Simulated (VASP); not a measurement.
# Al2O3 (R-3c) in VASP: further runs, part 2 of 2

VASP 6.6.1. The steps go on from the part before.

### 6 Single point, PBEsol

This run uses another cell than the first one, of the same volume but with other edges.

Contents of INCAR:

```
PREC = Accurate ; ENCUT = 520
EDIFF = 1E-6 ; ISMEAR = 0
SIGMA = 0.05 ; LREAL = False
LASPH = True ; NELM = 100
ALGO = Normal ; ISIF = 2
LWAVE = False ; LCHARG = False
GGA = PS ; NBANDS = 35
```

Contents of KPOINTS:

```
Automatic mesh
0
Gamma
  6 6 6
```

Contents of POSCAR:

```
Al2O3
1.0
    2.4421693582      1.4099871363      4.1427332879
   -2.4421693582      1.4099871363      4.1427332879
    0.0000000000     -2.8199742727      4.1427332879
Al O
4 6
Direct
    0.8635618459      0.8635618459      0.8635618459
    0.6364381541      0.6364381541      0.6364381541
    0.1364381541      0.1364381541      0.1364381541
    0.3635618459      0.3635618459      0.3635618459
    0.0558571577      0.4441428423      0.7500000000
    0.7500000000      0.0558571577      0.4441428423
    0.4441428423      0.7500000000      0.0558571577
    0.9441428423      0.5558571577      0.2500000000
    0.2500000000      0.9441428423      0.5558571577
    0.5558571577      0.2500000000      0.9441428423
```

Potentials or basis: VASP PAW PBE potentials, release 64 (Al, O).

The run is started by

```console
$ cat potpaw_PBE.64/Al/POTCAR potpaw_PBE.64/O/POTCAR > POTCAR
$ mpirun -np 1 vasp_std > vasp.out
```

OUTCAR:

```text
PREC = Accurate
   ENCUT = 520
   EDIFF = 1E-6
   ISMEAR = 0
   LREAL = False
   LASPH = True
   NELM = 100
   ISIF = 2
   GGA = PS

 ion  position               nearest neighbor table
   1  0.864  0.864  0.864-   9 1.82   8 1.82  10 1.82   7 2.06   6 2.06   5 2.06   2 2.82   3 2.92
                             3 2.92   3 2.92   2 3.11   2 3.11   2 3.11
   2  0.636  0.636  0.636-  10 1.82   8 1.82   9 1.82   6 2.06   7 2.06   5 2.06   1 2.82   4 2.92
                             4 2.92   4 2.92   1 3.11   1 3.11   1 3.11
   3  0.136  0.136  0.136-   6 1.82   5 1.82   7 1.82  10 2.06   9 2.06   8 2.06   4 2.82   1 2.92
                             1 2.92   1 2.92   4 3.11   4 3.11   4 3.11
   4  0.364  0.364  0.364-   7 1.82   5 1.82   6 1.82   9 2.06  10 2.06   8 2.06   3 2.82   2 2.92
                             2 2.92   2 2.92   3 3.11   3 3.11   3 3.11
   5  0.056  0.444  0.750-   3 1.82   4 1.82   1 2.06   2 2.06
   6  0.750  0.056  0.444-   3 1.82   4 1.82   2 2.06   1 2.06
   7  0.444  0.750  0.056-   4 1.82   3 1.82   1 2.06   2 2.06
   8  0.944  0.556  0.250-   1 1.82   2 1.82   3 2.06   4 2.06
   9  0.250  0.944  0.556-   1 1.82   2 1.82   4 2.06   3 2.06
  10  0.556  0.250  0.944-   2 1.82   1 1.82   3 2.06   4 2.06

  LATTYP: Found a trigonal (rhomboedric) cell.
 ALAT       =     5.0114363204
 COS(alpha) =     0.5250399092

  Lattice vectors:

 A1 = (   2.4421693582,   1.4099871363,   4.1427332879)
 A2 = (  -2.4421693582,   1.4099871363,   4.1427332879)
 A3 = (   0.0000000000,  -2.8199742727,   4.1427332879)

Analysis of symmetry for initial positions (statically):
=====================================================================
 Subroutine PRICEL returns:
 Original cell was already a primitive cell.

 Routine SETGRP: Setting up the symmetry group for a
 trigonal (rhombohedral) supercell.

 Subroutine GETGRP returns: Found 12 space group operations
 (whereof  6 operations were pure point group operations)
 out of a pool of 12 trial point group operations.

The static configuration has the point symmetry S_6 .
 The point group associated with its full space group is D_3d.

Analysis of symmetry for dynamics (positions and initial velocities):
=====================================================================
 Subroutine PRICEL returns:
 Original cell was already a primitive cell.

 Routine SETGRP: Setting up the symmetry group for a
 trigonal (rhombohedral) supercell.

 Subroutine GETGRP returns: Found 12 space group operations
 (whereof  6 operations were pure point group operations)
 out of a pool of 12 trial point group operations.

The dynamic configuration has the point symmetry S_6 .
 The point group associated with its full space group is D_3d.

 Subroutine INISYM returns: Found 12 space group operations
 (whereof  6 operations are pure point group operations),
 and found     1 'primitive' translations

----------------------------------------------------------------------------------------

                                     Primitive cell

  volume of cell :      85.5912

  direct lattice vectors                    reciprocal lattice vectors
[... 61 lines left out ...]
  0.166667  0.000000  0.000000      6.000000
  0.333333  0.000000  0.000000      6.000000
  0.500000  0.000000 -0.000000      3.000000
  0.166667  0.166667  0.000000      6.000000
  0.333333  0.166667  0.000000     12.000000
[... 16 lines left out ...]
  0.500000  0.500000  0.166667      6.000000
 -0.333333  0.500000  0.166667     12.000000
 [... further k-points ...]
   k-points           NKPTS =     32   k-points in BZ     NKDIM =     32   number of bands    NBANDS=     35
   number of dos      NEDOS =    301   number of ions     NIONS =     10
   total plane-waves  NPLWV =  64000
   dimension x,y,z NGX =    40 NGY =   40 NGZ =   40
   dimension x,y,z NGXF=    80 NGYF=   80 NGZF=   80
   ions per type =               4   6
   NGX,Y,Z   is equivalent  to a cutoff of  13.27, 13.27, 13.27 a.u.
   NGXF,Y,Z  is equivalent  to a cutoff of  26.54, 26.54, 26.54 a.u.
 SYSTEM =  unknown system
   PREC   = accura    normal or accurate (medium, high low for compatibility)
   ISTART =      0    job   : 0-new  1-cont  2-samecut
   ICHARG =      2    charge: 1-file 2-atom 10-const
   ISPIN  =      1    spin polarized calculation?
   LNONCOLLINEAR =      F non collinear calculations
   LSORBIT =      F    spin-orbit coupling
   LASPH  =      T    aspherical Exc in radial PAW
   ENCUT  =  520.0 eV  38.22 Ry    6.18 a.u.   9.32  9.32  9.32*2*pi/ulx,y,z
   NELM   =    100;   NELMIN=  2; NELMDL= -5     # of ELM steps
   EDIFF  = 0.1E-05   stopping-criterion for ELM
   LREAL  =      F    real-space projection
   EDIFFG = 0.1E-04   stopping-criterion for IOM
   NSW    =      0    number of steps for IOM
   IBRION =     -1    ionic relax: 0-MD 1-quasi-New 2-CG
   NFREE  =      0    steps in history (QN), initial steepest desc. (CG)
   ISIF   =      2    stress and relaxation
   ISYM   =      2    0-nonsym 1-usesym 2-fastsym
   POTIM  = 0.5000    time-step for ionic-motion
   TEBEG  =    0.0;   TEEND  =   0.0 temperature during run
   PSTRESS=    0.0 pullay stress
   NELECT =      48.0000    total number of electrons
   NUPDOWN=      -1.0000    fix difference up-down
   EMIN   =  10.00;   EMAX   =-10.00  energy-range for DOS
   EFERMI =   0.00;   METHOD = LEGACY
   ISMEAR =     0;   SIGMA  =   0.05  broadening in eV -4-tet -1-fermi 0-gaus
   EFERMI_NEDOS =   21; number of points for ismear=-14 and -15
   IALGO  =     38    algorithm
   IMIX   =      4    mixing-type and parameters
     AMIX     =   0.40;   BMIX     =  1.00
     AMIX_MAG =   1.60;   BMIX_MAG =  1.00
  volume/ion in A,a.u.               =       8.56        57.76
  Fermi-wavevector in a.u.,A,eV,Ry     =   1.350037  2.551199 24.797961  1.822599
  Thomas-Fermi vector in A             =   2.477574
   LORBIT       =      0    0 simple, 1 ext, 2 COOP (PROOUT), +10 PAW based schemes
   GGA     = PS    functional components
   LHFCALC =     F    Hartree Fock is set to
   AEXX    =    0.0000 exact exchange contribution
   IVDW    =     0    specifies the selected vdW correction
   LEPSILON=     F    determine dielectric tensor
   LRPA    =     F    only Hartree local field effects (RPA)
 non-spin polarized calculation
 Gauss-broadening in eV      SIGMA  =   0.05
  energy-cutoff  :      520.00
  volume of cell :       85.59
 maximum number of plane-waves:      2320
 NGX is ok and might be reduce to    40

 number of electron      47.9999994 magnetization

 Free energy of the ion-electron system (eV)
  ---------------------------------------------------
  ext. energy  EPLUGINS =         0.00000000
  ---------------------------------------------------
  free energy    TOTEN  =       -77.93788936 eV

  energy without entropy =      -77.93788936  energy(sigma->0) =      -77.93788936

 E-fermi :   6.8861     XC(G=0): -11.9422

 val. band max:        6.5791146288   @ k =   0.0000   0.0000   0.0000
 cond. band min:      11.5695998999   @ k =   0.0000   0.0000   0.0000
 fundamental gap:      4.9904852710
 Fermi energy:         6.8860702760

 k-point     1 :       0.0000    0.0000    0.0000
  band No.  band energies     occupation
      1     -13.0109      2.00000
      2     -10.4740      2.00000
      3     -10.4740      2.00000
      4     -10.3444      2.00000
      5     -10.1584      2.00000
      6     -10.1584      2.00000
[... 901 lines left out ...]
     34      19.0439      0.00000
     35      19.1546      0.00000

 [... further k-points ...]
[... 5 lines left out ...]
  --------------------------------------------------------------------------------------
  -------------------------------------------------------------------------------------
  Total       -1.9293321     -1.9293321      5.5823878      0.0000000     -0.0000000      0.0000000
  in kB      -36.1150674    -36.1150674    104.4964245      0.0000000     -0.0000000      0.0000000
  external PRESSURE =      10.7554299 kB  Pullay stress =       0.0000000 kB

 VOLUME and BASIS-vectors are now :
 -----------------------------------------------------------------------------
  energy-cutoff  :      520.00
  volume of cell :       85.59
      direct lattice vectors                 reciprocal lattice vectors
     2.442169358  1.409987136  4.142733288     0.204736006  0.118204388  0.080462176
    -2.442169358  1.409987136  4.142733288    -0.204736006  0.118204388  0.080462176
     0.000000000 -2.819974273  4.142733288     0.000000000 -0.236408776  0.080462176

 POSITION                                       TOTAL-FORCE (eV/Angst)
 -----------------------------------------------------------------------------------
      0.00000     -0.00000     10.73252        -0.000000      0.000000     -1.792034
      0.00000     -0.00000      7.90978        -0.000000     -0.000000      1.792034
      0.00000     -0.00000      1.69568        -0.000000     -0.000000      1.792034
      0.00000     -0.00000      4.51842        -0.000000      0.000000     -1.792034
     -0.94826     -1.40999      5.17842        -0.329282      0.000000     -0.000000
      1.69521     -0.11622      5.17842         0.164641     -0.285167     -0.000000
     -0.74695      1.52621      5.17842         0.164641      0.285167     -0.000000
      0.94826      1.40999      7.24978         0.329282      0.000000     -0.000000
     -1.69521      0.11622      7.24978        -0.164641      0.285167     -0.000000
      0.74695     -1.52621      7.24978        -0.164641     -0.285167     -0.000000
 -----------------------------------------------------------------------------------
    total drift:                               -0.000000      0.000000      0.000000

  FREE ENERGIE OF THE ION-ELECTRON SYSTEM (eV)
  ---------------------------------------------------
  free  energy   TOTEN  =       -77.9378893616 eV

  energy  without entropy=      -77.9378893616  energy(sigma->0) =      -77.93788936
```

Run time: 52 s. Hardware: 1 thread of AMD EPYC 9R45 (Zen 5), shared host; peak memory 0.24 GiB.

Results:

```yaml
Free_energy: -77.9379 eV
Pressure: 1.1 GPa
Largest_force: 1.792 eV/Å
Band_gap_on_the_k_mesh: 4.99 eV
```

Forces in eV/Å, atoms in the order of the input:
```
Al   0.000  0.000 -1.792
Al   0.000  0.000  1.792
Al   0.000  0.000  1.792
Al   0.000  0.000 -1.792
O   -0.329  0.000  0.000
O    0.165 -0.285  0.000
O    0.165  0.285  0.000
O    0.329  0.000  0.000
O   -0.165  0.285  0.000
O   -0.165 -0.285  0.000
```

Caveat: the stress differs along the axes, from -4 to 10 GPa; the PAW data sets were made with another functional, which shifts forces and pressure a little.

### 7 Summary

| cell | gap on the mesh (eV) | pressure (GPa) | largest force (eV/Å) |
| --- | --- | --- | --- |
| a = 5.543 Å, angles 47.8°, 10 atoms, atomic positions A | 4.49 | 3.5 | 1.57 |
| a = 5.011 Å, angles 58.3°, 10 atoms, atomic positions B | 5.54 | 0.6 | 1.68 |
| a = 5.011 Å, angles 58.3°, 10 atoms, atomic positions A | 5.70 | 5.5 | 4.50 |
| a = 4.774 Å, angles 65.2°, 10 atoms, atomic positions B | 3.79 | 3.2 | 4.24 |
| a = 5.011 Å, angles 58.3°, 10 atoms, atomic positions C | 4.99 | 1.1 | 1.79 |

Alike in all rows: task single point; level PBEsol; potentials or basis VASP PAW PBE potentials, release 64 (Al, O); no spin polarisation; k mesh 6 × 6 × 6; cutoff (eV) 520; smearing gaussian 0.05 eV.

Caveats: the PAW data sets were made with another functional, which shifts forces and pressure a little; the stress differs along the axes, from -48 to 29 GPa (at least some runs); the stress differs along the axes, from -10 to 22 GPa (at least some runs); the stress differs along the axes, from -10 to 37 GPa (at least some runs); the stress differs along the axes, from -27 to 63 GPa (at least some runs); the stress differs along the axes, from -4 to 10 GPa (at least some runs).

Absolute energies hang on the potentials; compare differences alone.
